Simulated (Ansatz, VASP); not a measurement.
**Two plane-wave programs on AlNi**

INCAR

```
SYSTEM = AlNi
  PREC = Accurate
  ENCUT = 520
  EDIFF = 1E-6
  ISMEAR = 0
  SIGMA = 0.15
  LREAL = .FALSE.
  LASPH = .TRUE.
  NELM = 80
  ALGO = Fast
  ISIF = 2
  LWAVE = .FALSE.
  LCHARG = .FALSE.
  GGA = PE
  NBANDS = 14
```

Contents of KPOINTS:

```
regular mesh
0
G
  20 20 20
  0 0 0
```

File POSCAR:

```
AlNi
1.0
    2.0428098070     -2.0428098070      0.0000000000
    2.0428098070      2.0428098070      0.0000000000
    0.0000000000      0.0000000000      2.9011416498
Al Ni
1 1
Direct
    0.0000000000      0.0000000000      0.0129259459
    0.5000000000      0.5000000000      0.5000000000
```

Input for Ansatz:

```yaml
crystal:
  lattice:
    - [2.042809807, -2.042809807, 0.0]
    - [2.042809807, 2.042809807, 0.0]
    - [0.0, 0.0, 2.9011416498]
  atoms:
    - { symbol: Al, position: [0.0, 0.0, 0.0129259459] }
    - { symbol: Ni, position: [0.5, 0.5, 0.5] }
basis:
  ecutwfc: 420
kpoints:
  mp_grid: { grid: [20, 20, 20] }
hamiltonian:
  xc: pbe
scf:
  occupations: { method: gaussian, width: 0.15 }
output:
  forces: true
  stress: true
  eigenvalues: true
```

Change from the starting cell: all Al atoms moved +0.037 Å, as atom 1 along Cartesian [0 0 1].

Alike in both runs: task single point; functional PBE; k mesh 20 × 20 × 20; occupations gaussian, width 0.15 eV; no spin polarisation.

|  | VASP | Ansatz |
| --- | --- | --- |
| version | VASP 6.6.1 | Ansatz 0.2.0 |
| potentials or method | VASP PAW PBE potentials, release 64 (Al, Ni), cutoff 520 eV | scalar-relativistic, plane waves, PAW |
| valence electrons in the cell | 13 | 21 |

```csv
,VASP,Ansatz,Ansatz less VASP
gap on the k mesh at the Fermi level (eV),none,none,-
pressure (GPa),-0.1,0.1,+0.19
"traceless stress, the component that is largest in VASP (GPa)",-0.25,-0.24,+0.006
rms of the force components (eV/Å),0.123,0.123,-0.0005
```

Atom by atom the forces differ by 0.001 eV/Å (rms over components). A gap of «none» marks a metal or a gap that the smearing closes. VASP's potentials hold 13 valence electrons a cell and Ansatz's 21, so a difference there can come from the potentials and not from the codes.
